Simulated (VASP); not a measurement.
HgTe:

```xyz
2
Lattice="0.0000 3.2218 3.2218 3.2218 0.0000 3.2218 3.2218 3.2218 0.0000" Properties=species:S:1:pos:R:3 pbc="T T T"
Hg    0.0000    0.0000    0.0000
Te    3.2218    3.2218    3.2218
```

Base run:

- Program: VASP 6.6.1
- Functional: r2SCAN
- Potentials or basis: VASP PAW PBE potentials, release 64 (Hg, Te)
- Cutoff: 520 eV
- k mesh: 7 × 7 × 7
- Occupations: fermi-dirac, width 0.05 eV
- Spin: no spin polarisation

Its results: band gap on the k mesh zero (band 9 reaches 2.62 eV, above the bottom of band 10 at 0.81 eV); pressure -5.7 GPa.

Task: The run is repeated on the same cell with these changes: functional from r2SCAN to LDA; potentials or basis from VASP PAW PBE potentials, release 64 (Hg, Te) to VASP PAW LDA potentials, release 64 (Hg, Te). What comes out?

Result: Band gap on the k mesh zero (band 9 reaches 2.66 eV, above the bottom of band 10 at 0.88 eV); pressure -8.3 GPa.

Caveats: spin-orbit coupling is left out, which moves the levels of the heavy elements; the PAW data sets were made with another functional, which shifts forces and pressure a little (some runs).
